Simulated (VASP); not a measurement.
# MgO (Fm-3m) in VASP: further runs, part 2 of 2

VASP 6.6.1.

### 5 Single point, r2SCAN

File POSCAR:

```
MgO
1.0
    0.0000000000      2.1636000000      2.1636000000
    2.1636000000      0.0000000000      2.1636000000
    2.1636000000      2.1636000000      0.0000000000
Mg O
1 1
Direct
    0.0000000000      0.0000000000      0.0000000000
    0.5000000000      0.5000000000      0.5000000000
```

File INCAR.step1:

```
SYSTEM = MgO
  PREC = Accurate
  ENCUT = 660
  ISMEAR = 0
  SIGMA = 0.01
  LREAL = .False.
  LASPH = .True.
  NELM = 120
  NBANDS = 11
  GGA = PE
  ALGO = Normal
  EDIFF = 1E-5
  LWAVE = .True.
  LCHARG = .False.
  GGA_COMPAT = .False.
```

File INCAR.step2:

```
SYSTEM = MgO
  PREC = Accurate
  ENCUT = 660
  EDIFF = 1E-6
  ISMEAR = 0
  SIGMA = 0.01
  LREAL = .False.
  LASPH = .True.
  NELM = 120
  ALGO = Normal
  ISIF = 2
  LWAVE = .False.
  LCHARG = .False.
  METAGGA = R2SCAN
  LMIXTAU = .True.
  NBANDS = 11
  ISTART = 1
  GGA_COMPAT = .False.
```

File KPOINTS:

```
Automatic mesh
0
Gamma
  8 8 8
  0 0 0
```

Potentials or basis: VASP PAW PBE potentials, release 64 (Mg, O).

Started as:

```bash
> cat potpaw_PBE.64/Mg/POTCAR potpaw_PBE.64/O/POTCAR > POTCAR
> cp INCAR.step1 INCAR
> mpirun -np 1 vasp_std > vasp.out
> cp INCAR.step2 INCAR
> mpirun -np 1 vasp_std > vasp.out
```

OUTCAR:

```text
SYSTEM = MgO
   PREC = Accurate
   ENCUT = 660
   EDIFF = 1E-6
   ISMEAR = 0
   LREAL = .False.
   LASPH = .True.
   NELM = 120
   ISIF = 2
   METAGGA = R2SCAN
   ISTART = 1

 ion  position               nearest neighbor table
   1  0.000  0.000  0.000-   2 2.16   2 2.16   2 2.16   2 2.16   2 2.16   2 2.16
   2  0.500  0.500  0.500-   1 2.16   1 2.16   1 2.16   1 2.16   1 2.16   1 2.16

  LATTYP: Found a face centered cubic cell.
 ALAT       =     4.3272000000

  Lattice vectors:

 A1 = (   0.0000000000,   2.1636000000,   2.1636000000)
 A2 = (   2.1636000000,   0.0000000000,   2.1636000000)
 A3 = (   2.1636000000,   2.1636000000,   0.0000000000)

Analysis of symmetry for initial positions (statically):
=====================================================================
 Subroutine PRICEL returns:
 Original cell was already a primitive cell.

 Routine SETGRP: Setting up the symmetry group for a
 face centered cubic supercell.

 Subroutine GETGRP returns: Found 48 space group operations
 (whereof 48 operations were pure point group operations)
 out of a pool of 48 trial point group operations.

The static configuration has the point symmetry O_h .

Analysis of symmetry for dynamics (positions and initial velocities):
=====================================================================
 Subroutine PRICEL returns:
 Original cell was already a primitive cell.

 Routine SETGRP: Setting up the symmetry group for a
 face centered cubic supercell.

 Subroutine GETGRP returns: Found 48 space group operations
 (whereof 48 operations were pure point group operations)
 out of a pool of 48 trial point group operations.

The dynamic configuration has the point symmetry O_h .

 Subroutine INISYM returns: Found 48 space group operations
 (whereof 48 operations are pure point group operations),
 and found     1 'primitive' translations

----------------------------------------------------------------------------------------

                                     Primitive cell

  volume of cell :      20.2563

  direct lattice vectors                    reciprocal lattice vectors
     0.000000000  2.163600000  2.163600000    -0.231096321  0.231096321  0.231096321
     2.163600000  0.000000000  2.163600000     0.231096321 -0.231096321  0.231096321
     2.163600000  2.163600000  0.000000000     0.231096321  0.231096321 -0.231096321

  length of vectors
     3.059792464  3.059792464  3.059792464     0.400270569  0.400270569  0.400270569

  position of ions in fractional coordinates (direct lattice)
     0.000000000  0.000000000  0.000000000
     0.500000000  0.500000000  0.500000000

  ion indices of the primitive-cell ions
   primitive index   ion index
                 1           1
                 2           2

----------------------------------------------------------------------------------------

 KPOINTS: Automatic mesh

Automatic generation of k-mesh.
 Grid dimensions read from file:
 generate k-points for:    8    8    8

 Generating k-lattice:

  Cartesian coordinates                     Fractional coordinates (reciprocal lattice)
    -0.028887040  0.028887040  0.028887040     0.125000000  0.000000000  0.000000000
     0.028887040 -0.028887040  0.028887040     0.000000000  0.125000000  0.000000000
     0.028887040  0.028887040 -0.028887040     0.000000000  0.000000000  0.125000000
[... 40 lines left out ...]
   number of dos      NEDOS =    301   number of ions     NIONS =      2
   total plane-waves  NPLWV =  21952
   dimension x,y,z NGX =    28 NGY =   28 NGZ =   28
   dimension x,y,z NGXF=    56 NGYF=   56 NGZF=   56
   ions per type =               1   1
   NGX,Y,Z   is equivalent  to a cutoff of  15.21, 15.21, 15.21 a.u.
   NGXF,Y,Z  is equivalent  to a cutoff of  30.43, 30.43, 30.43 a.u.
 SYSTEM =  MgO
   PREC   = accura    normal or accurate (medium, high low for compatibility)
   ISTART =      1    job   : 0-new  1-cont  2-samecut
   ICHARG =      0    charge: 1-file 2-atom 10-const
   ISPIN  =      1    spin polarized calculation?
   LNONCOLLINEAR =      F non collinear calculations
   LSORBIT =      F    spin-orbit coupling
   LASPH  =      T    aspherical Exc in radial PAW
   ENCUT  =  660.0 eV  48.51 Ry    6.96 a.u.   6.41  6.41  6.41*2*pi/ulx,y,z
   NELM   =    120;   NELMIN=  2; NELMDL=  0     # of ELM steps
   EDIFF  = 0.1E-05   stopping-criterion for ELM
   LREAL  =      F    real-space projection
   EDIFFG = 0.1E-04   stopping-criterion for IOM
   NSW    =      0    number of steps for IOM
   IBRION =     -1    ionic relax: 0-MD 1-quasi-New 2-CG
   NFREE  =      0    steps in history (QN), initial steepest desc. (CG)
   ISIF   =      2    stress and relaxation
   ISYM   =      2    0-nonsym 1-usesym 2-fastsym
   POTIM  = 0.5000    time-step for ionic-motion
   TEBEG  =    0.0;   TEEND  =   0.0 temperature during run
   PSTRESS=    0.0 pullay stress
   NELECT =       8.0000    total number of electrons
   NUPDOWN=      -1.0000    fix difference up-down
   EMIN   =  10.00;   EMAX   =-10.00  energy-range for DOS
   EFERMI =   0.00;   METHOD = LEGACY
   ISMEAR =     0;   SIGMA  =   0.01  broadening in eV -4-tet -1-fermi 0-gaus
   EFERMI_NEDOS =   21; number of points for ismear=-14 and -15
   IALGO  =     38    algorithm
   IMIX   =      4    mixing-type and parameters
     AMIX     =   0.40;   BMIX     =  1.00
     AMIX_MAG =   1.60;   BMIX_MAG =  1.00
  volume/ion in A,a.u.               =      10.13        68.35
  Fermi-wavevector in a.u.,A,eV,Ry     =   1.201115  2.269778 19.628809  1.442677
  Thomas-Fermi vector in A             =   2.336932
   LORBIT       =      0    0 simple, 1 ext, 2 COOP (PROOUT), +10 PAW based schemes
   METAGGA = R2SCAN    functional components
   LHFCALC =     F    Hartree Fock is set to
   AEXX    =    0.0000 exact exchange contribution
   IVDW    =     0    specifies the selected vdW correction
   LEPSILON=     F    determine dielectric tensor
   LRPA    =     F    only Hartree local field effects (RPA)
 non-spin polarized calculation
 Gauss-broadening in eV      SIGMA  =   0.01
  energy-cutoff  :      660.00
  volume of cell :       20.26
 maximum number of plane-waves:       799
 NGX is ok and might be reduce to    28
   NGX = 13   NGY = 13   NGZ = 13

 number of electron       8.0000001 magnetization

 Free energy of the ion-electron system (eV)
  ---------------------------------------------------
  ext. energy  EPLUGINS =         0.00000000
  ---------------------------------------------------
  free energy    TOTEN  =       -16.08910382 eV

  energy without entropy =      -16.08910382  energy(sigma->0) =      -16.08910382

 E-fermi :   2.2791     XC(G=0): -11.1833

 val. band max:        2.2067995670   @ k =   0.0000   0.0000   0.0000
 cond. band min:       7.0347726638   @ k =   0.0000   0.0000   0.0000
 fundamental gap:      4.8279730969
 Fermi energy:         2.2790971369

 k-point     1 :       0.0000    0.0000    0.0000
  band No.  band energies     occupation
      1     -15.6003      2.00000
      2       2.2068      2.00000
      3       2.2068      2.00000
      4       2.2068      2.00000
      5       7.0348      0.00000
      6      18.5638      0.00000
      7      18.5638      0.00000
      8      18.5638      0.00000
      9      22.4824      0.00000
     10      24.1668      0.00000
     11      24.1668      0.00000
[... 309 lines left out ...]
 k-point    24 :      -0.3750    0.2500    0.1250
  band No.  band energies     occupation
      1     -14.4145      2.00000
      2      -1.4808      2.00000
      3       0.4394      2.00000
      4       1.3048      2.00000
      5      12.2408      0.00000
      6      14.7245      0.00000
      7      15.9921      0.00000
      8      19.3073      0.00000
      9      22.9991      0.00000
     10      24.5879      0.00000
     11      28.5957      0.00000

 [... further k-points ...]

------------------------ aborting loop because EDIFF is reached ----------------------------------------

  FORCE on cell =-STRESS in cart. coord.  units (eV):
  Direction    XX          YY          ZZ          XY          YZ          ZX
  --------------------------------------------------------------------------------------
  -------------------------------------------------------------------------------------
  Total       -1.6941303     -1.6941303     -1.6941303      0.0000000      0.0000000     -0.0000000
  in kB     -133.9974331   -133.9974331   -133.9974331      0.0000000      0.0000000     -0.0000000
  external PRESSURE =    -133.9974331 kB  Pullay stress =       0.0000000 kB

 VOLUME and BASIS-vectors are now :
 -----------------------------------------------------------------------------
  energy-cutoff  :      660.00
  volume of cell :       20.26
      direct lattice vectors                 reciprocal lattice vectors
     0.000000000  2.163600000  2.163600000    -0.231096321  0.231096321  0.231096321
     2.163600000  0.000000000  2.163600000     0.231096321 -0.231096321  0.231096321
     2.163600000  2.163600000  0.000000000     0.231096321  0.231096321 -0.231096321

 POSITION                                       TOTAL-FORCE (eV/Angst)
 -----------------------------------------------------------------------------------
      0.00000      0.00000      0.00000        -0.000000     -0.000000     -0.000000
      2.16360      2.16360      2.16360         0.000000      0.000000      0.000000
 -----------------------------------------------------------------------------------
    total drift:                                0.000000      0.000000      0.000000

  FREE ENERGIE OF THE ION-ELECTRON SYSTEM (eV)
  ---------------------------------------------------
  free  energy   TOTEN  =       -16.0891038168 eV

  energy  without entropy=      -16.0891038168  energy(sigma->0) =      -16.08910382
```

Run time: 53 s. Hardware: 1 thread of AMD EPYC 9R45 (Zen 5), shared host; peak memory 0.13 GiB.

Results:

```
Free energy            : -16.0891 eV
Pressure               : -13.4 GPa
Band gap on the k mesh : 4.83 eV, direct
```

Caveat: the PAW data sets were made with another functional, which shifts forces and pressure a little.

### 6 The runs side by side

| potentials or basis | cutoff (eV) | smearing | second run | gap on the mesh (eV) | pressure (GPa) |
| --- | --- | --- | --- | --- | --- |
| VASP PAW PBE potentials, release 64 (Mg, O) | 520 | gaussian 0.02 eV | - | 4.83 | -13.1 |
| VASP PAW PBE potentials, release 64 (Mg_sv, O) | 660 | gaussian 0.02 eV | valence_matched | 4.89 | -12.5 |
| VASP PAW PBE potentials, release 64 (Mg, O) | 660 | gaussian 0.01 eV | - | 4.83 | -13.4 |

Alike in all rows: task single point; level r2SCAN; no spin polarisation; cell as given; k mesh 8 × 8 × 8.

Caveats: the PAW data sets were made with another functional, which shifts forces and pressure a little.

Absolute energies hang on the potentials; compare differences alone.
